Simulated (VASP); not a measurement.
## AlGa3N4: single point with PBEsol

The system is AlGa3N4.

```
CELL_PARAMETERS angstrom
4.78031 0.00000 0.00000
0.00000 4.46758 0.00000
0.00000 0.00000 4.46758
ATOMIC_POSITIONS crystal
Al 0.00000 0.00000 0.00000
Ga 0.46313 0.50000 0.00000
Ga 0.53687 0.00000 0.50000
Ga 0.00000 0.50000 0.50000
N 0.75505 0.74367 0.23358
N 0.75505 0.25633 0.76642
N 0.24495 0.76642 0.74367
N 0.24495 0.23358 0.25633
```

This cell differs from its parent crystal: mode 4 frozen in at -0.165 Å, normal strain along x +0.0700.

```
Program             : VASP 6.6.1
Task                : single point
Functional          : PBEsol
Potentials or basis : VASP PAW PBE potentials, release 64 (Al, Ga_d, N)
Cutoff              : 520 eV
k mesh              : 6 × 6 × 6
Occupations         : gaussian, width 0.05 eV
Spin                : no spin polarisation
```

```yaml
Pressure: -11.5 GPa
Largest_force: 1.417 eV/Å
Band_gap_on_the_k_mesh: 1.66 eV, direct
```

Forces in eV/Å, atoms in the order of the input:
```
Al   0.000  0.000  0.000
Ga   1.417  0.000  0.000
Ga  -1.417  0.000  0.000
Ga   0.000  0.000  0.000
N   -0.031  0.218  0.166
N   -0.031 -0.218 -0.166
N    0.031 -0.166  0.218
N    0.031  0.166 -0.218
```

Stress tensor (GPa, compression positive):
```
-18.67   0.00   0.00
  0.00  -7.87   0.00
  0.00   0.00  -7.87
```

Levels at points of the mesh, in eV from the valence-band top:
```
           k point  band 27  band 28  band 29  band 30  band 31  band 32  band 33  band 34  band 35  band 36
(0.00, 0.00, 0.00)    -2.04    -2.04    -0.31     0.00     0.00     1.66     3.00     3.00     3.38     5.54
(0.50, 0.00, 0.00)    -3.14    -1.23    -1.23    -0.99    -0.99     4.31     4.36     5.47     5.47     7.15
(0.00, 0.50, 0.00)    -2.84    -1.60    -1.48    -1.35    -1.24     4.42     4.53     5.85     5.90     7.00
(0.50, 0.50, 0.00)    -2.77    -1.15    -1.15    -1.04    -0.82     5.79     5.89     6.03     6.63     6.74
(0.00, 0.50, 0.50)    -3.13    -0.70    -0.70    -0.69    -0.40     5.96     5.96     6.08     6.92     7.04
(0.50, 0.50, 0.50)    -1.05    -0.65    -0.65    -0.52    -0.46     4.12     4.12     4.25     5.46     8.17
```

Run time: 2.5 min on 1 thread of Intel(R) Xeon(R) Platinum 8375C CPU @ 2.90GHz (Ice Lake) (shared host), peak memory 0.28 GiB.

Caveat: the cell differs from its parent crystal (mode 4 frozen in at -0.165 Å, normal strain along x +0.0700); the PAW data sets were made with another functional, which shifts forces and pressure a little.
